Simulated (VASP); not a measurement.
# TiAl3 (Amm2) in VASP: single point with LDA

Aim: the single point of TiAl3 with LDA.

All numbers are computed with VASP 6.6.1; they aren't measurements. Logs are shortened: lines on timing, memory, paths and dates and some standing lists are left out, and cuts for length are marked.

### 1 The cell of the first run

Symmetry: Amm2, No. 38, orthorhombic system. The conventional cell has a = 3.911 Å, b = 7.821 Å, c = 7.821 Å, α = 90.00°, β = 90.00°, γ = 90.00°. Ti (site symmetry m) has 12 Al at 2.75 to 2.78 Å within 3.6 Å. Al (site symmetry mm2) has 8 Al at 2.71 to 2.82 Å and 4 Ti at 2.78 Å within 3.6 Å. Within 3.6 Å of Al (site symmetry mm2) lie 8 Al at 2.71 to 2.82 Å and 4 Ti at 2.75 Å. Al (site symmetry m) has 8 Al at 2.71 to 2.82 Å and 4 Ti at 2.77 Å within 3.6 Å. Within 3.6 Å of Al (site symmetry mm2) lie 8 Al at 2.73 to 2.75 Å and 4 Ti at 2.76 to 2.77 Å. Within 3.6 Å of Al (site symmetry mm2) lie 4 Ti at 2.76 to 2.77 Å and 8 Al at 2.78 to 2.80 Å.

### 2 Single point, LDA (atoms displaced along several vibrational modes)

The input, INCAR:

```
ALGO     = Fast           # electronic algorithm
EDIFF    = 1E-6           # SCF threshold, eV
ENCUT    = 520            # plane-wave cutoff, eV
GGA      = CA             # functional
ISIF     = 2              # what is computed and relaxed
ISMEAR   = 0              # smearing method
LASPH    = True           # aspherical terms in the spheres
LCHARG   = False          # write CHGCAR
LREAL    = False          # projectors in reciprocal space
LWAVE    = False          # write WAVECAR
NBANDS   = 31             # bands
NELM     = 80             # most SCF steps
PREC     = Accurate       # precision mode
SIGMA    = 0.15           # smearing width, eV
```

The input, KPOINTS:

```
k-points
0
Gamma
  10 8 8
```

The input, POSCAR:

```
TiAl3
1.0
   -3.9105245017      0.0000000000      0.0000000000
    0.0000000000      3.9105245017      3.9105245017
    0.0000000000      3.9105245017     -3.9105245017
Ti Al
2 6
Direct
    0.0000000000      0.4966500657      0.4966500657
    0.0000000000      0.0033499343      0.0033499343
    0.5000000000      0.7453970369      0.7546029631
    0.5000000000      0.2546029631      0.2453970369
    0.5000000000      0.7453970369      0.2453970369
    0.5000000000      0.2546029631      0.7546029631
    0.0000000000      0.5022556762     -0.0022556762
    0.0000000000     -0.0022556762      0.5022556762
```

Potentials or basis: VASP PAW LDA potentials, release 64 (Ti_sv, Al).

Command:

```sh
$ cat potpaw_LDA.64/Ti_sv/POTCAR potpaw_LDA.64/Al/POTCAR > POTCAR
$ mpirun -np 1 vasp_std > vasp.out
```

OUTCAR:

```text
EDIFF = 1E-6
   ENCUT = 520
   GGA = CA
   ISIF = 2
   ISMEAR = 0
   LASPH = True
   LREAL = False
   NELM = 80
   PREC = Accurate

 ion  position               nearest neighbor table
   1  0.000  0.497  0.497-   4 2.75   4 2.75   8 2.76   7 2.76   5 2.77   5 2.77   6 2.77   6 2.77
                             8 2.77   7 2.77   3 2.78   3 2.78
   2  0.000  0.003  0.003-   4 2.75   4 2.75   8 2.76   7 2.76   6 2.77   6 2.77   5 2.77   5 2.77
                             7 2.77   8 2.77   3 2.78   3 2.78
   3  0.500  0.745  0.755-   5 2.71   6 2.71   7 2.73   7 2.73   8 2.78   8 2.78   1 2.78   2 2.78
                             1 2.78   2 2.78   6 2.82   5 2.82
   4  0.500  0.255  0.245-   5 2.71   6 2.71   1 2.75   2 2.75   1 2.75   2 2.75   7 2.75   7 2.75
                             8 2.80   8 2.80   6 2.82   5 2.82
   5  0.500  0.745  0.245-   3 2.71   4 2.71   7 2.74   7 2.74   1 2.77   1 2.77   2 2.77   2 2.77
                             8 2.79   8 2.79   4 2.82   3 2.82
   6  0.500  0.255  0.755-   3 2.71   4 2.71   7 2.74   7 2.74   2 2.77   2 2.77   1 2.77   1 2.77
                             8 2.79   8 2.79   4 2.82   3 2.82
   7  0.000  0.502  0.998-   3 2.73   3 2.73   6 2.74   5 2.74   5 2.74   6 2.74   4 2.75   4 2.75
                             1 2.76   2 2.76   2 2.77   1 2.77
   8  0.000  0.998  0.502-   1 2.76   2 2.76   2 2.77   1 2.77   3 2.78   3 2.78   5 2.79   6 2.79
                             5 2.79   6 2.79   4 2.80   4 2.80

  LATTYP: Found a simple tetragonal cell.
 ALAT       =     5.5303167863
 C/A-ratio  =     0.7071067812

  Lattice vectors:

 A1 = (   0.0000000000,   3.9105245017,   3.9105245017)
 A2 = (   0.0000000000,   3.9105245017,  -3.9105245017)
 A3 = (  -3.9105245017,   0.0000000000,   0.0000000000)

Analysis of symmetry for initial positions (statically):
=====================================================================
 Subroutine PRICEL returns:
 Original cell was already a primitive cell.

 Routine SETGRP: Setting up the symmetry group for a
 simple tetragonal supercell.

 Subroutine GETGRP returns: Found  4 space group operations
 (whereof  2 operations were pure point group operations)
 out of a pool of 16 trial point group operations.

The static configuration has the point symmetry C_1h.
 The point group associated with its full space group is C_2v.

Analysis of symmetry for dynamics (positions and initial velocities):
=====================================================================
 Subroutine PRICEL returns:
 Original cell was already a primitive cell.

 Routine SETGRP: Setting up the symmetry group for a
 simple tetragonal supercell.

 Subroutine GETGRP returns: Found  4 space group operations
 (whereof  2 operations were pure point group operations)
 out of a pool of 16 trial point group operations.

The dynamic configuration has the point symmetry C_1h.
 The point group associated with its full space group is C_2v.

 Subroutine INISYM returns: Found  4 space group operations
 (whereof  2 operations are pure point group operations),
 and found     1 'primitive' translations

----------------------------------------------------------------------------------------

                                     Primitive cell

  volume of cell :     119.6011

  direct lattice vectors                    reciprocal lattice vectors
    -3.910524502  0.000000000  0.000000000    -0.255720172  0.000000000  0.000000000
     0.000000000  3.910524502  3.910524502     0.000000000  0.127860086  0.127860086
     0.000000000  3.910524502 -3.910524502     0.000000000  0.127860086 -0.127860086

  length of vectors
     3.910524502  5.530316786  5.530316786     0.255720172  0.180821468  0.180821468

  position of ions in fractional coordinates (direct lattice)
     0.000000000  0.496650066  0.496650066
     0.000000000  0.003349934  0.003349934
     0.500000000  0.745397037  0.754602963
     0.500000000  0.254602963  0.245397037
     0.500000000  0.745397037  0.245397037
     0.500000000  0.254602963  0.754602963
     0.000000000  0.502255676  0.997744324
     0.000000000  0.997744324  0.502255676

  ion indices of the primitive-cell ions
   primitive index   ion index
                 1           1
                 2           2
                 3           3
                 4           4
                 5           5
                 6           6
                 7           7
                 8           8

----------------------------------------------------------------------------------------

 KPOINTS: k-points

Automatic generation of k-mesh.
 Grid dimensions read from file:
 generate k-points for:   10    8    8

 Generating k-lattice:

  Cartesian coordinates                     Fractional coordinates (reciprocal lattice)
    -0.025572017  0.000000000  0.000000000     0.100000000  0.000000000  0.000000000
     0.000000000  0.015982511  0.015982511     0.000000000  0.125000000  0.000000000
     0.000000000  0.015982511 -0.015982511     0.000000000  0.000000000  0.125000000

  Length of vectors
     0.025572017  0.022602684  0.022602684

  Shift w.r.t. Gamma in fractional coordinates (k-lattice)
     0.000000000  0.000000000  0.000000000

 Subroutine IBZKPT returns following result:
 ===========================================

 Found    126 irreducible k-points:

 Following reciprocal coordinates:
            Coordinates               Weight
  0.000000  0.000000  0.000000      1.000000
  0.100000  0.000000  0.000000      2.000000
  0.200000  0.000000  0.000000      2.000000
  0.300000  0.000000  0.000000      2.000000
  0.400000  0.000000  0.000000      2.000000
  0.500000  0.000000  0.000000      1.000000
[... 16 lines left out ...]
  0.400000  0.375000  0.000000      8.000000
  0.500000  0.375000  0.000000      4.000000
 [... further k-points ...]
   k-points           NKPTS =    126   k-points in BZ     NKDIM =    126   number of bands    NBANDS=     31
   number of dos      NEDOS =    301   number of ions     NIONS =      8
   total plane-waves  NPLWV =  52920
   dimension x,y,z NGX =    30 NGY =   42 NGZ =   42
   dimension x,y,z NGXF=    60 NGYF=   84 NGZF=   84
   ions per type =               2   6
   NGX,Y,Z   is equivalent  to a cutoff of  12.75, 12.63, 12.63 a.u.
   NGXF,Y,Z  is equivalent  to a cutoff of  25.51, 25.25, 25.25 a.u.
 SYSTEM =  unknown system
   PREC   = accura    normal or accurate (medium, high low for compatibility)
   ISTART =      0    job   : 0-new  1-cont  2-samecut
   ICHARG =      2    charge: 1-file 2-atom 10-const
   ISPIN  =      1    spin polarized calculation?
   LNONCOLLINEAR =      F non collinear calculations
   LSORBIT =      F    spin-orbit coupling
   LASPH  =      T    aspherical Exc in radial PAW
   ENCUT  =  520.0 eV  38.22 Ry    6.18 a.u.   7.27 10.28 10.28*2*pi/ulx,y,z
   NELM   =     80;   NELMIN=  2; NELMDL= -5     # of ELM steps
   EDIFF  = 0.1E-05   stopping-criterion for ELM
   LREAL  =      F    real-space projection
   EDIFFG = 0.1E-04   stopping-criterion for IOM
   NSW    =      0    number of steps for IOM
   IBRION =     -1    ionic relax: 0-MD 1-quasi-New 2-CG
   NFREE  =      0    steps in history (QN), initial steepest desc. (CG)
   ISIF   =      2    stress and relaxation
   ISYM   =      2    0-nonsym 1-usesym 2-fastsym
   POTIM  = 0.5000    time-step for ionic-motion
   TEBEG  =    0.0;   TEEND  =   0.0 temperature during run
   PSTRESS=    0.0 pullay stress
   NELECT =      42.0000    total number of electrons
   NUPDOWN=      -1.0000    fix difference up-down
   EMIN   =  10.00;   EMAX   =-10.00  energy-range for DOS
   EFERMI =   0.00;   METHOD = LEGACY
   ISMEAR =     0;   SIGMA  =   0.15  broadening in eV -4-tet -1-fermi 0-gaus
   EFERMI_NEDOS =   21; number of points for ismear=-14 and -15
   IALGO  =     68    algorithm
   IMIX   =      4    mixing-type and parameters
     AMIX     =   0.40;   BMIX     =  1.00
     AMIX_MAG =   1.60;   BMIX_MAG =  1.00
  volume/ion in A,a.u.               =      14.95       100.89
  Fermi-wavevector in a.u.,A,eV,Ry     =   1.154994  2.182621 18.150311  1.334010
  Thomas-Fermi vector in A             =   2.291626
   LORBIT       =      0    0 simple, 1 ext, 2 COOP (PROOUT), +10 PAW based schemes
   GGA     = CA    functional components
   LHFCALC =     F    Hartree Fock is set to
   AEXX    =    0.0000 exact exchange contribution
   IVDW    =     0    specifies the selected vdW correction
   LEPSILON=     F    determine dielectric tensor
   LRPA    =     F    only Hartree local field effects (RPA)
 non-spin polarized calculation
 RMM-DIIS sequential band-by-band and
 Gauss-broadening in eV      SIGMA  =   0.15
  energy-cutoff  :      520.00
  volume of cell :      119.60
 maximum number of plane-waves:      3262
 NGX is ok and might be reduce to    30
   NGX = 15   NGY = 21   NGZ = 21

 number of electron      42.0000001 magnetization

 Free energy of the ion-electron system (eV)
  ---------------------------------------------------
  ext. energy  EPLUGINS =         0.00000000
  ---------------------------------------------------
  free energy    TOTEN  =       -45.39655513 eV

  energy without entropy =      -45.34667681  energy(sigma->0) =      -45.37161597

 E-fermi :   9.2688     XC(G=0): -11.1649

 val. band max:        9.2667886986   @ k =   0.1000  -0.3750   0.3750
 cond. band min:       9.2694475587   @ k =   0.3000   0.3750   0.2500
 fundamental gap:      0.0026588601
 Fermi energy:         9.2687697158

 k-point     1 :       0.0000    0.0000    0.0000
  band No.  band energies     occupation
      1     -46.9113      2.00000
      2     -46.9092      2.00000
      3     -23.6327      2.00000
      4     -23.6320      2.00000
      5     -23.6135      2.00000
      6     -23.6109      2.00000
[... 23 lines left out ...]
     30      12.9475      0.00000
     31      14.3213      0.00000
[... 751 lines left out ...]
      1     -46.9096      2.00000
      2     -46.9089      2.00000
      3     -23.6365      2.00000
      4     -23.6340      2.00000
      5     -23.6237      2.00000
      6     -23.6230      2.00000
[... 23 lines left out ...]
     30      12.3888      0.00000
     31      12.8275      0.00000

 [... further k-points ...]

------------------------ aborting loop because EDIFF is reached ----------------------------------------

  FORCE on cell =-STRESS in cart. coord.  units (eV):
  Direction    XX          YY          ZZ          XY          YZ          ZX
  --------------------------------------------------------------------------------------
  -------------------------------------------------------------------------------------
  Total        0.1396905      0.3522455      0.3018152      0.0000000      0.0000000      0.0000000
  in kB        1.8712959      4.7186855      4.0431201      0.0000000      0.0000000      0.0000000
  external PRESSURE =       3.5443671 kB  Pullay stress =       0.0000000 kB

 VOLUME and BASIS-vectors are now :
 -----------------------------------------------------------------------------
  energy-cutoff  :      520.00
  volume of cell :      119.60
      direct lattice vectors                 reciprocal lattice vectors
    -3.910524502  0.000000000  0.000000000    -0.255720172  0.000000000  0.000000000
     0.000000000  3.910524502  3.910524502     0.000000000  0.127860086  0.127860086
     0.000000000  3.910524502 -3.910524502     0.000000000  0.127860086 -0.127860086

 POSITION                                       TOTAL-FORCE (eV/Angst)
 -----------------------------------------------------------------------------------
      0.00000      3.88432      0.00000         0.000000      0.145831     -0.003475
      0.00000      0.02620      0.00000         0.000000     -0.145831     -0.003475
     -1.95526      5.86579     -0.03600         0.000000      0.000000      0.341278
     -1.95526      1.95526      0.03600         0.000000      0.000000     -0.331663
     -1.95526      3.87452      1.95526         0.000000      0.336352      0.001529
     -1.95526      3.94652     -1.95526         0.000000     -0.336352      0.001529
      0.00000      5.86579     -1.93762         0.000000      0.000000     -0.057887
      0.00000      5.86579      1.93762         0.000000      0.000000      0.052163
 -----------------------------------------------------------------------------------
    total drift:                                0.000000      0.000000      0.000009

  FREE ENERGIE OF THE ION-ELECTRON SYSTEM (eV)
  ---------------------------------------------------
  free  energy   TOTEN  =       -45.3965551283 eV

  energy  without entropy=      -45.3466768053  energy(sigma->0) =      -45.37161597
```

Wall time 18 min (1 thread of AMD EPYC 7R13, shared host); peak memory 0.43 GiB.

What came out:

| Quantity | Value |
| --- | --- |
| Free energy | -45.3966 eV |
| Pressure | 0.4 GPa |
| Largest force | 0.341 eV/Å |
| Band gap on the k mesh | zero (bands 21 and 22 overlap by 1.07 eV) |

Forces on the atoms (eV/Å):
```
Ti   0.000  0.146 -0.003
Ti   0.000 -0.146 -0.003
Al   0.000  0.000  0.341
Al   0.000  0.000 -0.332
Al   0.000  0.336  0.002
Al   0.000 -0.336  0.002
Al   0.000  0.000 -0.058
Al   0.000  0.000  0.052
```

Caveat: the cell differs from its parent crystal (atoms displaced along several vibrational modes).
